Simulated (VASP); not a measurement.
# InSb in VASP: further runs

The runs below take InSb through single point, with PBEsol.

All numbers are computed with VASP 6.6.1; they aren't measurements. Logs are shortened: lines on timing, memory, paths and dates and some standing lists are left out, and cuts for length are marked.

**1. The cell of the first run**

It takes space group Pmmm (No. 47, orthorhombic). Conventional cell: a = 2.915 Å, b = 3.036 Å, c = 6.340 Å, α = 90.00°, β = 90.00°, γ = 90.00°. Within 3.8 Å of In (site symmetry mmm) lie 4 In at 2.91 to 3.04 Å and 2 Sb at 3.17 Å. Within 3.8 Å of Sb (site symmetry mmm) lie 4 Sb at 2.91 to 3.04 Å and 2 In at 3.17 Å.

**2. Single point, PBEsol (normal strain along x -0.0400, normal strain along z +0.0400)**

INCAR reads:

```
SYSTEM = InSb
PREC     = Accurate       ! precision mode
ENCUT    = 500            ! plane-wave cutoff, eV
EDIFF    = 1E-6           ! SCF threshold, eV
ISMEAR   = 0              ! smearing method
SIGMA    = 0.15           ! smearing width, eV
LREAL    = .FALSE.        ! projectors in reciprocal space
LASPH    = .TRUE.         ! aspherical terms in the spheres
NELM     = 120            ! most SCF steps
ALGO     = Normal         ! electronic algorithm
ISIF     = 2              ! what is computed and relaxed
LWAVE    = .FALSE.        ! write WAVECAR
LCHARG   = .FALSE.        ! write CHGCAR
GGA      = PS             ! functional
NBANDS   = 16             ! bands
GGA_COMPAT= .FALSE.
```

KPOINTS reads:

```
Automatic mesh
0
G
  14 14 8
  0 0 0
```

POSCAR reads:

```
InSb
1.0
    2.9147411475      0.0000000000      0.0000000000
    0.0000000000      3.0361886953      0.0000000000
    0.0000000000      0.0000000000      6.3402101410
In Sb
1 1
Direct
    0.0000000000      0.0000000000      0.0000000000
    0.0000000000      0.0000000000      0.5000000000
```

Potentials or basis: VASP PAW PBE potentials, release 64 (In_d, Sb).

Command:

```sh
> cat potpaw_PBE.64/In_d/POTCAR potpaw_PBE.64/Sb/POTCAR > POTCAR
> mpirun -np 1 vasp_std > vasp.out
```

OUTCAR:

```text
SYSTEM = InSb
   PREC = Accurate
   ENCUT = 500
   EDIFF = 1E-6
   ISMEAR = 0
   LREAL = .FALSE.
   LASPH = .TRUE.
   NELM = 120
   ISIF = 2
   GGA = PS

 ion  position               nearest neighbor table
   1  0.000  0.000  0.000-   2 3.17   2 3.17
   2  0.000  0.000  0.500-   1 3.17   1 3.17

  LATTYP: Found a simple orthorhombic cell.
 ALAT       =     2.9147411475
 B/A-ratio  =     1.0416666667
 C/A-ratio  =     2.1752223680

  Lattice vectors:

 A1 = (   2.9147411475,   0.0000000000,   0.0000000000)
 A2 = (   0.0000000000,   3.0361886953,   0.0000000000)
 A3 = (   0.0000000000,   0.0000000000,   6.3402101410)

Analysis of symmetry for initial positions (statically):
=====================================================================
 Subroutine PRICEL returns:
 Original cell was already a primitive cell.

 Routine SETGRP: Setting up the symmetry group for a
 simple orthorhombic supercell.

 Subroutine GETGRP returns: Found  8 space group operations
 (whereof  8 operations were pure point group operations)
 out of a pool of  8 trial point group operations.

The static configuration has the point symmetry D_2h.

Analysis of symmetry for dynamics (positions and initial velocities):
=====================================================================
 Subroutine PRICEL returns:
 Original cell was already a primitive cell.

 Routine SETGRP: Setting up the symmetry group for a
 simple orthorhombic supercell.

 Subroutine GETGRP returns: Found  8 space group operations
 (whereof  8 operations were pure point group operations)
 out of a pool of  8 trial point group operations.

The dynamic configuration has the point symmetry D_2h.

 Subroutine INISYM returns: Found  8 space group operations
 (whereof  8 operations are pure point group operations),
 and found     1 'primitive' translations

----------------------------------------------------------------------------------------

                                     Primitive cell

  volume of cell :      56.1090

  direct lattice vectors                    reciprocal lattice vectors
     2.914741148  0.000000000  0.000000000     0.343083639  0.000000000  0.000000000
     0.000000000  3.036188695  0.000000000     0.000000000  0.329360294  0.000000000
     0.000000000  0.000000000  6.340210141     0.000000000  0.000000000  0.157723479

  length of vectors
     2.914741148  3.036188695  6.340210141     0.343083639  0.329360294  0.157723479

  position of ions in fractional coordinates (direct lattice)
     0.000000000  0.000000000  0.000000000
     0.000000000  0.000000000  0.500000000

  ion indices of the primitive-cell ions
   primitive index   ion index
                 1           1
[... 71 lines left out ...]
   ENCUT  =  500.0 eV  36.75 Ry    6.06 a.u.   5.31  5.54 11.56*2*pi/ulx,y,z
   NELM   =    120;   NELMIN=  2; NELMDL= -5     # of ELM steps
   EDIFF  = 0.1E-05   stopping-criterion for ELM
   LREAL  =      F    real-space projection
   EDIFFG = 0.1E-04   stopping-criterion for IOM
   NSW    =      0    number of steps for IOM
   IBRION =     -1    ionic relax: 0-MD 1-quasi-New 2-CG
   NFREE  =      0    steps in history (QN), initial steepest desc. (CG)
   ISIF   =      2    stress and relaxation
   ISYM   =      2    0-nonsym 1-usesym 2-fastsym
   POTIM  = 0.5000    time-step for ionic-motion
   TEBEG  =    0.0;   TEEND  =   0.0 temperature during run
   PSTRESS=    0.0 pullay stress
   NELECT =      18.0000    total number of electrons
   NUPDOWN=      -1.0000    fix difference up-down
   EMIN   =  10.00;   EMAX   =-10.00  energy-range for DOS
   EFERMI =   0.00;   METHOD = LEGACY
   ISMEAR =     0;   SIGMA  =   0.15  broadening in eV -4-tet -1-fermi 0-gaus
   EFERMI_NEDOS =   21; number of points for ismear=-14 and -15
   IALGO  =     38    algorithm
   IMIX   =      4    mixing-type and parameters
     AMIX     =   0.40;   BMIX     =  1.00
     AMIX_MAG =   1.60;   BMIX_MAG =  1.00
  volume/ion in A,a.u.               =      28.05       189.32
  Fermi-wavevector in a.u.,A,eV,Ry     =   1.120697  2.117810 17.088396  1.255962
  Thomas-Fermi vector in A             =   2.257345
   LORBIT       =      0    0 simple, 1 ext, 2 COOP (PROOUT), +10 PAW based schemes
   GGA     = PS    functional components
   LHFCALC =     F    Hartree Fock is set to
   AEXX    =    0.0000 exact exchange contribution
   IVDW    =     0    specifies the selected vdW correction
   LEPSILON=     F    determine dielectric tensor
   LRPA    =     F    only Hartree local field effects (RPA)
 non-spin polarized calculation
 Gauss-broadening in eV      SIGMA  =   0.15
  energy-cutoff  :      500.00
  volume of cell :       56.11
 maximum number of plane-waves:      1448
 NGX is ok and might be reduce to    24
   NGX = 11   NGY = 11   NGZ = 23

 number of electron      18.0000002 magnetization

 Free energy of the ion-electron system (eV)
  ---------------------------------------------------
  ext. energy  EPLUGINS =         0.00000000
  ---------------------------------------------------
  free energy    TOTEN  =        -7.38070808 eV

  energy without entropy =       -7.36971318  energy(sigma->0) =       -7.37521063

 E-fermi :   7.0895     XC(G=0): -10.0023

 val. band max:        7.0832031220   @ k =   0.0000   0.3571   0.3750
 cond. band min:       7.1149226248   @ k =   0.0714   0.3571   0.2500
 fundamental gap:      0.0317195028
 Fermi energy:         7.0894604220

 k-point     1 :       0.0000    0.0000    0.0000
  band No.  band energies     occupation
      1      -7.9821      2.00000
      2      -7.6748      2.00000
      3      -7.2545      2.00000
      4      -7.1990      2.00000
      5      -7.1044      2.00000
      6      -4.9955      2.00000
[... 433 lines left out ...]
      3      -7.4573      2.00000
      4      -7.2677      2.00000
      5      -7.0978      2.00000
      6      -1.2596      2.00000
[... 8 lines left out ...]
     15      16.8422      0.00000
     16      18.4253      0.00000

 [... further k-points ...]
[... 5 lines left out ...]
  --------------------------------------------------------------------------------------
  -------------------------------------------------------------------------------------
  Total        1.4446622      0.4282427     -1.0916520     -0.0000000      0.0000000      0.0000000
  in kB       41.2519509     12.2283594    -31.1718374     -0.0000000      0.0000000      0.0000000
  external PRESSURE =       7.4361576 kB  Pullay stress =       0.0000000 kB

 VOLUME and BASIS-vectors are now :
 -----------------------------------------------------------------------------
  energy-cutoff  :      500.00
  volume of cell :       56.11
      direct lattice vectors                 reciprocal lattice vectors
     2.914741148  0.000000000  0.000000000     0.343083639  0.000000000  0.000000000
     0.000000000  3.036188695  0.000000000     0.000000000  0.329360294  0.000000000
     0.000000000  0.000000000  6.340210141     0.000000000  0.000000000  0.157723479

 POSITION                                       TOTAL-FORCE (eV/Angst)
 -----------------------------------------------------------------------------------
      0.00000      0.00000      0.00000         0.000000      0.000000      0.000000
      0.00000      0.00000      3.17011         0.000000      0.000000      0.000000
 -----------------------------------------------------------------------------------
    total drift:                                0.000000     -0.000000     -0.000000

  FREE ENERGIE OF THE ION-ELECTRON SYSTEM (eV)
  ---------------------------------------------------
  free  energy   TOTEN  =        -7.3807080763 eV

  energy  without entropy=       -7.3697131814  energy(sigma->0) =       -7.37521063
```

stdout:

```text
POSCAR found type information on POSCAR InSb
 POSCAR found :  2 types and       2 ions
 scaLAPACK will be used
 -----------------------------------------------------------------------------
|                                                                             |
|                                                                             |
|     You enforced a specific xc type in the INCAR file but a different       |
|     I HOPE YOU KNOW WHAT YOU ARE DOING!                                     |
|                                                                             |
 -----------------------------------------------------------------------------

 LDA part: xc-table for (Slater+PW92), standard interpolation
 POSCAR, INCAR and KPOINTS ok, starting setup
 FFT: planning ... GRIDC
 FFT: planning ... GRID_SOFT
 FFT: planning ... GRID
 WAVECAR not read
 entering main loop
```

Wall time 90 s (1 thread of Intel Xeon Platinum 8488C (Sapphire Rapids), shared host); peak memory 0.39 GiB.

Results:

- Free energy: -7.3807 eV
- Pressure: 0.7 GPa
- Band gap on the k mesh: zero (bands 9 and 10 overlap by 6.28 eV)

Stress tensor (GPa, compression positive):
```
 4.13  0.00  0.00
 0.00  1.22  0.00
 0.00  0.00 -3.12
```

Levels at points of the mesh, in eV from the Fermi level:
```csv
k point,band 6,band 7,band 8,band 9,band 10,band 11,band 12,band 13
"(0.00, 0.00, 0.00)",-12.08,-7.41,-4.88,4.13,4.21,5.45,7.78,8.03
"(0.50, 0.00, 0.00)",-8.67,-5.51,-3.06,-2.02,-1.97,2.84,6.94,7.44
"(0.00, 0.50, 0.00)",-9.30,-5.41,-3.70,-2.42,-2.05,2.66,6.92,7.79
"(0.50, 0.50, 0.00)",-5.61,-3.35,-2.73,0.39,0.65,1.10,1.13,2.68
"(0.00, 0.00, 0.50)",-11.98,-8.46,-1.60,-0.40,4.27,5.59,8.03,8.11
"(0.50, 0.00, 0.50)",-8.64,-5.32,-4.40,-2.64,1.60,3.07,5.31,6.22
"(0.00, 0.50, 0.50)",-9.27,-5.19,-4.98,-2.73,1.09,2.57,5.21,6.07
"(0.50, 0.50, 0.50)",-5.62,-3.21,-2.57,-0.97,0.13,0.53,2.90,4.73
```

Caveat: the cell differs from its parent crystal (normal strain along x -0.0400, normal strain along z +0.0400); the PAW data sets were made with another functional, which shifts forces and pressure a little; spin-orbit coupling is left out, which moves the levels of the heavy elements.

**3. Single point, PBEsol (normal strain along x +0.0200, normal strain along z -0.0200)**

INCAR reads:

```
  PREC = Accurate
  ENCUT = 500
  EDIFF = 1E-6
  ISMEAR = 0
  SIGMA = 0.15
  LREAL = False
  LASPH = True
  NELM = 120
  ALGO = Normal
  ISIF = 2
  LWAVE = False
  LCHARG = False
  GGA = PS
  NBANDS = 16
  GGA_COMPAT = False
```

KPOINTS reads:

```
regular mesh
0
Gamma
  14 14 8
```

POSCAR reads:

```
InSb
1.0
    3.0969124692      0.0000000000      0.0000000000
    0.0000000000      3.0361886953      0.0000000000
    0.0000000000      0.0000000000      5.9744287867
In Sb
1 1
Direct
    0.0000000000      0.0000000000      0.0000000000
    0.0000000000      0.0000000000      0.5000000000
```

Potentials or basis: VASP PAW PBE potentials, release 64 (In_d, Sb).

Command:

```sh
> cat potpaw_PBE.64/In_d/POTCAR potpaw_PBE.64/Sb/POTCAR > POTCAR
> mpirun -np 1 vasp_std > vasp.out
```

It took 82 s on 1 thread of Intel Xeon Platinum 8488C (Sapphire Rapids), shared host; peak memory 0.39 GiB.

The run converged. Its results:

```yaml
Free_energy: -7.4165 eV
Pressure: 0.0 GPa
Band_gap_on_the_k_mesh: zero (bands 9 and 10 overlap by 5.52 eV)
```

Stress tensor (GPa, compression positive):
```
-1.57  0.00  0.00
 0.00 -0.36  0.00
 0.00  0.00  2.06
```

Levels at points of the mesh, in eV from the Fermi level:
```
           k point  band 7  band 8  band 9  band 10  band 11  band 12
(0.00, 0.00, 0.00)   -6.72   -4.82    3.83     4.41     6.04     7.68
(0.50, 0.00, 0.00)   -5.17   -3.31   -2.60    -1.49     2.90     6.50
(0.00, 0.50, 0.00)   -5.22   -3.02   -2.41    -1.49     2.97     6.12
(0.50, 0.50, 0.00)   -3.14   -2.87   -0.31     0.84     0.98     1.20
(0.00, 0.00, 0.50)   -8.34   -0.50    0.49     4.08     4.66     7.70
(0.50, 0.00, 0.50)   -5.19   -4.80   -2.54     2.04     3.25     6.08
(0.00, 0.50, 0.50)   -4.93   -4.86   -2.51     2.28     3.48     6.11
(0.50, 0.50, 0.50)   -2.86   -2.58   -1.84     0.10     0.29     2.97
```

Caveat: the cell differs from its parent crystal (normal strain along x +0.0200, normal strain along z -0.0200); the PAW data sets were made with another functional, which shifts forces and pressure a little; spin-orbit coupling is left out, which moves the levels of the heavy elements.

(Part 1 of 2 ends here.)
